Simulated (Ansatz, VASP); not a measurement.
**TiTe2: VASP beside Ansatz**

```
CELL_PARAMETERS angstrom
3.75711 0.00000 0.00000
-1.87856 3.25375 0.00000
0.00000 0.00000 7.05880
ATOMIC_POSITIONS crystal
Ti 0.00000 0.00000 0.00000
Te 0.33333 0.66667 0.24657
Te 0.66667 0.33333 0.75343
```

Alike in both runs: task single point; functional PBE; k mesh 10 × 10 × 6; occupations gaussian, width 0.05 eV; no spin polarisation.

```csv
,VASP,Ansatz
version,VASP 6.6.1,Ansatz 0.2.0
potentials or method,"VASP PAW PBE potentials, release 64 (Ti_sv, Te), cutoff 520 eV","scalar-relativistic, plane waves, PAW"
valence electrons in the cell,24,44
```

Ansatz gave:

```
pressure (GPa)                     : 0.0
rms of the force components (eV/Å) : 0.000
```

**Question.** What did VASP give for the same quantities?

**Answer.** Pressure (GPa): 0.0; rms of the force components (eV/Å): 0.004.

Atom by atom the forces differ by 0.004 eV/Å (rms over components). The functional is the same, so the differences come from potentials, cutoffs and numerics. VASP's potentials hold 24 valence electrons a cell and Ansatz's 44, so a difference there can come from the potentials and not from the codes.

Neither program's run includes spin-orbit coupling.
